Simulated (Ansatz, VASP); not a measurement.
# Ti: VASP beside Ansatz

```
Ti
1.0
     0.00000    2.01294    2.01294
     2.01294    0.00000    2.01294
     2.01294    2.01294    0.00000
Ti
1
Direct
  0.00000 0.00000 0.00000
```

Alike in both runs: task single point; functional r2SCAN; k mesh 12 × 12 × 12; occupations fermi-dirac, width 0.1 eV; no spin polarisation.

|  | VASP | Ansatz |
| --- | --- | --- |
| version | VASP 6.6.1 | Ansatz 0.2.0 |
| potentials or method | VASP PAW PBE potentials, release 64 (Ti_sv), cutoff 520 eV | plane waves, PAW |
| valence electrons in the cell | 12 | 12 |

Ansatz gave:

| Property | Result |
| --- | --- |
| pressure (GPa) | 7.9 |

Task: Estimate VASP's values.

Result: Pressure (GPa): 8.4.

VASP's potentials were made for PBE, not for r2SCAN. The functional is the same, so the differences come from potentials, cutoffs and numerics. Ansatz's warnings: stress scf threshold loose.
